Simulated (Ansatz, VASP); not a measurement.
**Two plane-wave programs on MgO**

```xyz
4
Lattice="3.6869 0.0000 0.0000 -1.8434 3.1929 0.0000 0.0000 0.0000 3.9199" Properties=species:S:1:pos:R:3 pbc="T T T"
Mg    1.8434    1.0643    2.9399
Mg    0.0000    2.1286    0.9800
O     1.8434    1.0643    0.9800
O     0.0000    2.1286    2.9399
```

Alike in both runs: task single point; functional PBEsol; k mesh 9 × 9 × 6; occupations gaussian, width 0.05 eV; no spin polarisation.

|  | VASP | Ansatz |
| --- | --- | --- |
| version | VASP 6.6.1 | Ansatz 0.2.0 |
| potentials or method | VASP PAW PBE potentials, release 64 (Mg, O), cutoff 520 eV | scalar-relativistic, plane waves, PAW |
| valence electrons in the cell | 16 | 32 |

```tsv
	VASP	Ansatz	Ansatz less VASP
gap on the k mesh at the Fermi level (eV)	3.25	3.26	+0.008
least direct gap on the mesh (eV)	3.25	3.26	+0.008
pressure (GPa)	-0.6	-0.2	+0.39
traceless stress, the component that is largest in VASP (GPa)	14.99	14.89	-0.100
```

VASP's potentials were made for PBE, not for PBEsol, and Ansatz warns of the same on its side. VASP's potentials hold 16 valence electrons a cell and Ansatz's 32, so a difference there can come from the potentials and not from the codes.
